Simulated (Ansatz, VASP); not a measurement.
One calculation of BN, two programs

```
B N
1.0
    -2.54101    0.00000    0.00000
    -1.27051   -2.20058    0.00000
    -0.31750   -0.18331   12.60989
B N
6 6
Direct
  0.66147 0.66147 0.06244
  0.63370 0.63370 0.39578
  0.60593 0.60593 0.72911
  0.25872 0.25872 0.89578
  0.31425 0.31425 0.22911
  0.28648 0.28648 0.56244
  0.58856 0.58856 0.93762
  0.64410 0.64410 0.27096
  0.61633 0.61633 0.60429
  0.26911 0.26911 0.77096
  0.32465 0.32465 0.10429
  0.29688 0.29688 0.43762
```

Alike in both runs: task single point; functional PBEsol; k mesh 10 × 10 × 2; occupations gaussian, width 0.05 eV; no spin polarisation.

```csv
,VASP,Ansatz
version,VASP 6.6.1,Ansatz 0.2.0
potentials or method,"VASP PAW PBE potentials, release 64 (B, N), cutoff 600 eV","scalar-relativistic, plane waves, PAW"
valence electrons in the cell,48,48
```

```tsv
	VASP	Ansatz	Ansatz less VASP
gap on the k mesh at the Fermi level (eV)	4.92	4.93	+0.016
least direct gap on the mesh (eV)	7.85	7.86	+0.006
pressure (GPa)	0.3	-0.1	-0.32
traceless stress, the component that is largest in VASP (GPa)	8.46	8.45	-0.006
rms of the force components (eV/Å)	0.453	0.454	+0.0008
```

VASP's potentials were made for PBE, not for PBEsol. Atom by atom the forces differ by 0.003 eV/Å (rms over components).
